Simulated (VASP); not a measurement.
Set up this calculation in VASP 6.6.1, as the native input.

```
Task                   : single point
Functional             : PBEsol
Potentials or basis    : VASP PAW PBE potentials, release 64 (O, N, Li_sv)
Cutoff                 : 520 eV
k mesh                 : 13 × 13 × 9
Occupations            : fermi-dirac, width 0.05 eV
Spin                   : no spin polarisation
Dipole correction      : no
Further INCAR settings : ALGO = Normal; EDIFF = 1e-07; NBANDS = 20
```

The structure of Li4NO lies in POSCAR:

```
Li4NO
1.0
    3.3128660000      0.0000000000      0.0000000000
    0.0000000000      3.3128660000      0.0000000000
    0.0000000000      0.0000000000      4.9365180000
O N Li
1 1 4
Direct
    0.5000000000      0.5000000000      0.5000000000
    0.0000000000      0.0000000000      0.0000000000
    0.5000000000      0.0000000000      0.2638480000
    0.0000000000      0.5000000000      0.7361520000
    0.5000000000      0.0000000000      0.7361520000
    0.0000000000      0.5000000000      0.2638480000
```

These files were run (other wordings do the same):

INCAR

```
PREC = Accurate
ENCUT = 520
EDIFF = 1E-7
ISMEAR = -1
SIGMA = 0.05
LREAL = False
LASPH = True
NELM = 60
ALGO = Normal
ISIF = 2
LWAVE = False
LCHARG = False
GGA = PS
NBANDS = 20
```

KPOINTS

```
regular mesh
0
Gamma
  13 13 9
```

Potentials or basis: VASP PAW PBE potentials, release 64 (O, N, Li_sv).

Run with:

```sh
$ cat potpaw_PBE.64/O/POTCAR potpaw_PBE.64/N/POTCAR potpaw_PBE.64/Li_sv/POTCAR > POTCAR
$ mpirun -np 1 vasp_std > vasp.out
```

Results of the run:

```yaml
Largest_force: 0.007 eV/Å
Band_gap_on_the_k_mesh: zero (an odd number of electrons rules out a gap without spin polarisation)
```

Caveat: the PAW data sets were made with another functional, which shifts forces and pressure a little.

Wall time 2 min on 1 thread of Intel Xeon 8259CL, on a shared host, peak memory 0.27 GiB.
